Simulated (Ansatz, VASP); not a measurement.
Two plane-wave programs on Sc2BF2

INCAR

```
SYSTEM = Sc2BF2
  PREC = Accurate
  ENCUT = 600
  EDIFF = 1E-6
  ISMEAR = 0
  SIGMA = 0.1
  LREAL = .FALSE.
  LASPH = .TRUE.
  NELM = 60
  ALGO = Normal
  ISIF = 3
  LWAVE = .FALSE.
  LCHARG = .FALSE.
  GGA = PE
  IBRION = 2
  NSW = 100
  EDIFFG = -0.01
```

Contents of KPOINTS:

```
Automatic mesh
0
G
  12 12 4
  0 0 0
```

File POSCAR:

```
Sc2BF2
1.0
    3.2093796701      0.0000000000      0.0000000000
   -1.6046898350      2.7794043247      0.0000000000
    0.0000000000      0.0000000000      9.6771784550
Sc B F
2 1 2
Direct
    0.0000000000      0.0000000000      0.3442242982
    0.3333333333      0.6666666667      0.8162695975
    0.0000000000      0.0000000000      0.9797428873
    0.0000000000      0.0000000000      0.1273932911
    0.6666666667      0.3333333333      0.6972745758
```

Input for Ansatz:

```yaml
crystal:
  lattice:
    - [3.2093796701, 0.0, 0.0]
    - [-1.604689835, 2.7794043247, 0.0]
    - [0.0, 0.0, 9.677178455]
  atoms:
    - { symbol: Sc, position: [0.0, 0.0, 0.3442242982] }
    - { symbol: Sc, position: [0.3333333333, 0.6666666667, 0.8162695975] }
    - { symbol: B, position: [0.0, 0.0, 0.9797428873] }
    - { symbol: F, position: [0.0, 0.0, 0.1273932911] }
    - { symbol: F, position: [0.6666666667, 0.3333333333, 0.6972745758] }
basis:
  ecutwfc: 420
kpoints:
  mp_grid: { grid: [12, 12, 4] }
hamiltonian:
  xc: pbe
scf:
  occupations: { method: gaussian, width: 0.1 }
output:
  forces: true
  stress: true
  eigenvalues: true
relax:
  adjacent_minimum: "off"
  f_tol: 0.01
  max_steps: 80
  cell: { stress_tol: 0.05 }
```

Alike in both runs: task relaxation of cell and atoms; functional PBE; k mesh 12 × 12 × 4; occupations gaussian, width 0.1 eV; no spin polarisation.

|  | VASP | Ansatz |
| --- | --- | --- |
| version | VASP 6.6.1 | Ansatz 0.2.0 |
| potentials or method | VASP PAW PBE potentials, release 64 (Sc_sv, B, F), cutoff 600 eV | scalar-relativistic, plane waves, PAW |
| valence electrons in the cell | 39 | 39 |

|  | VASP | Ansatz | Ansatz less VASP |
| --- | --- | --- | --- |
| gap on the k mesh at the Fermi level, each at its own relaxed structure (eV) | none | none | - |
| relaxed volume (Å³/atom) | 17.27 | 17.99 | +0.710 |
| relaxed length of the cell vector where the two differ most in proportion (Å) | 9.720 | 10.096 | +0.3769 |

A gap of «none» marks a metal or a gap that the smearing closes.
